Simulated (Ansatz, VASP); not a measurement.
## BeTe in VASP and in Ansatz

Contents of POSCAR:

```
BeTe
1.0
    0.0000000000      2.7154786823      2.9110173700
    2.7154786823      0.0000000000      2.9110173700
    2.7154786823      2.7154786823      0.0000000000
Be Te
1 1
Direct
    0.0000000000      0.0000000000      0.0000000000
    0.2500000000      0.2500000000      0.2500000000
```

The input INCAR.step1:

```
SYSTEM = BeTe
ALGO = Normal
EDIFF = 1E-5
ENCUT = 520
GGA = PE
ISIF = 2
ISMEAR = 0
LASPH = .TRUE.
LCHARG = .FALSE.
LREAL = .FALSE.
LWAVE = .TRUE.
NBANDS = 11
NELM = 60
PREC = Accurate
SIGMA = 0.01
```

The input INCAR.step2:

```
SYSTEM = BeTe
ALGO = Normal
EDIFF = 1E-6
ENCUT = 520
GGA = PE
HFSCREEN = 0.2079
ISIF = 2
ISMEAR = 0
ISTART = 1
LASPH = .TRUE.
LCHARG = .FALSE.
LHFCALC = .TRUE.
LREAL = .FALSE.
LWAVE = .FALSE.
NBANDS = 11
NELM = 60
PREC = Accurate
PRECFOCK = Normal
SIGMA = 0.01
```

Contents of KPOINTS:

```
k-points
0
G
  6 6 6
  0 0 0
```

Input for Ansatz:

```yaml
crystal:
  lattice:
    - [0.0, 2.7154786823, 2.91101737]
    - [2.7154786823, 0.0, 2.91101737]
    - [2.7154786823, 2.7154786823, 0.0]
  atoms:
    - { symbol: Be, position: [0.0, 0.0, 0.0] }
    - { symbol: Te, position: [0.25, 0.25, 0.25] }
kpoints:
  mp_grid: { grid: [6, 6, 6] }
  band_path:
    path:
      - [0.0, 0.0, 0.0]
      - [-0.5, -0.5, 0.0]
      - [-0.375, -0.375, 0.25]
      - [-0.375, 0.0, 0.375]
      - [0.0, 0.0, 0.5]
      - [-0.5, -0.25, 0.25]
      - [0.0, 0.5, 0.5]
    npoints: 1
hamiltonian:
  xc: hse06
scf:
  occupations: { method: fixed }
  n_extra_bands: 4
output:
  forces: true
  stress: true
  eigenvalues: true
```

Change from the starting cell: epitaxial_xy strain -4.0%.

Alike in both runs: task single point; functional HSE06; k mesh 6 × 6 × 6; no spin polarisation.

|  | VASP | Ansatz |
| --- | --- | --- |
| version | VASP 6.6.1 | Ansatz 0.2.0 |
| potentials or method | VASP PAW PBE potentials, release 64 (Be, Te) | plane waves, PAW |
| plane-wave cutoff (eV) | 520 | 420 |
| occupations | gaussian, width 0.01 eV | fixed |
| valence electrons in the cell | 8 | 18 |

```tsv
	VASP	Ansatz	Ansatz less VASP
gap on the k mesh at the Fermi level (eV)	2.22	2.24	+0.022
pressure (GPa)	2.4	2.5	+0.13
traceless stress, the component that is largest in VASP (GPa)	-3.51	-3.52	-0.011
```

VASP's potentials hold 8 valence electrons a cell and Ansatz's 18, so a difference there can come from the potentials and not from the codes. Ansatz's warnings: stress exchange threshold loose, stress scf threshold loose.

Neither program's run includes spin-orbit coupling.
